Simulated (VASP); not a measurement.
Wanted: the native input for a VASP 6.6.1 run.

```yaml
Task: single point
Functional: PBE
Potentials_or_basis: VASP PAW PBE potentials, release 64 (Cu, H)
Cutoff: 520 eV
k_mesh: 6 × 6 × 4
Occupations: gaussian, width 0.1 eV
Spin: no spin polarisation
Dipole_correction: no
Further_INCAR_settings: ALGO = Normal; EDIFF = 1e-06; NBANDS = 20
```

The structure of Cu2H3 lies in POSCAR:

```
Cu2H3
1.0
    3.0715078622      0.0000000000      0.0000000000
    0.2215159230      3.2136499857      0.0000000000
    0.7250132854      0.6908307440      3.7752347576
Cu H
2 3
Direct
    0.1915690805      0.1917009083      0.2060370017
    0.8341451686      0.7938621273      0.7807589545
    0.0029768994      0.3159235179      0.6396051422
    0.6731342125      0.9925462567      0.3684031820
    0.2981746389      0.7059671898      0.0051957196
```

One way to write it, as run:

INCAR

```
SYSTEM = Cu2H3
  PREC = Accurate
  ENCUT = 520
  EDIFF = 1E-6
  ISMEAR = 0
  SIGMA = 0.1
  LREAL = .FALSE.
  LASPH = .TRUE.
  NELM = 80
  ALGO = Normal
  ISIF = 2
  LWAVE = .FALSE.
  LCHARG = .FALSE.
  GGA = PE
  NBANDS = 20
```

KPOINTS

```
regular mesh
0
G
  6 6 4
  0 0 0
```

Potentials or basis: VASP PAW PBE potentials, release 64 (Cu, H).

The run is started by

```console
$ cat potpaw_PBE.64/Cu/POTCAR potpaw_PBE.64/H/POTCAR > POTCAR
$ mpirun -np 1 vasp_std > vasp.out
```

Results of the run:

```json
{"Pressure": "2.1 GPa", "Largest force": "0.046 eV/Å", "Band gap on the k mesh": "zero (an odd number of electrons rules out a gap without spin polarisation)"}
```

Caveat: the k points lie up to 0.42 Å⁻¹ apart, too coarse for converged energies and pressures of a metal.

Wall time 29 s on 1 thread of Intel(R) Xeon(R) Platinum 8488C (Sapphire Rapids), with other jobs on the host, peak memory 0.17 GiB.
